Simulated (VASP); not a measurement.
Wanted: the native input for a VASP 6.6.1 run.

```
Task                   : relaxation of cell and atoms
Functional             : PBE
Potentials or basis    : VASP PAW PBE potentials, release 64 (Ca_sv, S)
Cutoff                 : 600 eV
k mesh                 : 6 × 6 × 6
Occupations            : gaussian, width 0.1 eV
Spin                   : no spin polarisation
Dipole correction      : no
Further INCAR settings : ALGO = Normal; EDIFF = 1e-06; IBRION = 2; EDIFFG = -0.01; NSW = 100; ISIF = 3
```

The structure of Ca3S4 lies in POSCAR:

```
Ca3S4
1.0
    6.3843392800      0.0000000000      0.0000000000
    0.0000000000      6.3843392800      0.0000000000
    0.0000000000      0.0000000000      6.3843392800
Ca S
3 4
Direct
    0.0000000000      0.0000000000      0.5000000000
    0.0000000000      0.5000000000      0.0000000000
    0.5000000000      0.0000000000      0.0000000000
    0.2500000000      0.2500000000      0.2500000000
    0.2500000000      0.7500000000      0.7500000000
    0.7500000000      0.2500000000      0.7500000000
    0.7500000000      0.7500000000      0.2500000000
```

This cell differs from its parent crystal: atoms taken out.

The input as run:

INCAR

```
PREC = Accurate ; ENCUT = 600
EDIFF = 1E-6 ; ISMEAR = 0
SIGMA = 0.1 ; LREAL = False
LASPH = True ; NELM = 100
ALGO = Normal ; ISIF = 3
LWAVE = False ; LCHARG = False
GGA = PE ; IBRION = 2
NSW = 100 ; EDIFFG = -0.01
```

KPOINTS

```
Automatic mesh
0
Gamma
  6 6 6
```

Potentials or basis: VASP PAW PBE potentials, release 64 (Ca_sv, S).

Run with:

```bash
$ cat potpaw_PBE.64/Ca_sv/POTCAR potpaw_PBE.64/S/POTCAR > POTCAR
$ mpirun -np 1 vasp_std > vasp.out
```

Results of the run:

```
Relaxed volume                        : 39.44 Å³/atom
Relaxed cell                          : a = 6.511 Å, b = 6.511 Å, c = 6.511 Å, α = 90.00°, β = 90.00°, γ = 90.00°
Space group after relaxing (to 0.1 Å) : P-43m (No. 215)
Energy gained by relaxing             : 35.7 meV/atom
Ionic steps                           : 13
Pressure after relaxing               : 0.0 GPa
Band gap on the k mesh                : zero (bands 27 and 28 overlap by 0.09 eV)
```

Caveat: the cell differs from its parent crystal (atoms taken out); semilocal functionals underestimate gaps, so a narrow gap can read as zero.

It took 22 min on 1 thread of Intel(R) Xeon(R) 6975P-C (Granite Rapids) (shared host), peak memory 0.52 GiB.
